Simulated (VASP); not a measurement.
Write the native input for VASP 6.6.1 that does the following.

| Quantity | Value |
| --- | --- |
| Task | relaxation of cell and atoms |
| Functional | PBEsol |
| Potentials or basis | VASP PAW PBE potentials, release 64 (Ag) |
| Cutoff | 600 eV |
| k mesh | 11 × 11 × 11 |
| Occupations | gaussian, width 0.05 eV |
| Spin | no spin polarisation |
| Dipole correction | no |
| Further INCAR settings | ALGO = Normal; EDIFF = 1e-07; IBRION = 2; EDIFFG = -0.02; NSW = 80; ISIF = 3 |

The structure of Ag lies in POSCAR:

```
Ag
1.0
    0.0000000000      2.0427500000      2.0427500000
    2.0427500000      0.0000000000      2.0427500000
    2.0427500000      2.0427500000      0.0000000000
Ag
1
Direct
    0.0000000000      0.0000000000      0.0000000000
```

These files were run (other wordings do the same):

INCAR

```
SYSTEM = Ag
ALGO     = Normal         ! electronic algorithm
EDIFF    = 1E-7           ! SCF threshold, eV
EDIFFG   = -0.02          ! ionic threshold
ENCUT    = 600            ! plane-wave cutoff, eV
GGA      = PS             ! functional
IBRION   = 2              ! ionic algorithm
ISIF     = 3              ! what is computed and relaxed
ISMEAR   = 0              ! smearing method
LASPH    = .True.         ! aspherical terms in the spheres
LCHARG   = .False.        ! write CHGCAR
LREAL    = .False.        ! projectors in reciprocal space
LWAVE    = .False.        ! write WAVECAR
NELM     = 60             ! most SCF steps
NSW      = 80             ! ionic steps
PREC     = Accurate       ! precision mode
SIGMA    = 0.05           ! smearing width, eV
```

KPOINTS

```
k-points
0
Gamma
  11 11 11
  0 0 0
```

Potentials or basis: VASP PAW PBE potentials, release 64 (Ag).

Command:

```sh
$ cat potpaw_PBE.64/Ag/POTCAR > POTCAR
$ mpirun -np 1 vasp_std > vasp.out
```

It gave:

The relaxed volume is 16.57 Å³/atom and the relaxed cell is a = 2.862 Å, b = 2.862 Å, c = 2.862 Å, α = 60.00°, β = 60.00°, γ = 60.00°. The space group after relaxing (to 0.1 Å) is Fm-3m (No. 225) and the energy gained by relaxing is 5.0 meV/atom. The ionic steps are 3 and the pressure after relaxing is 0.0 GPa. The band gap on the k mesh is zero (an odd number of electrons rules out a gap without spin polarisation).

Caveat: the PAW data sets were made with another functional, which shifts forces and pressure a little.

Wall time 23 s on 1 thread of Intel Xeon 8259CL, on a shared host, peak memory 0.15 GiB.
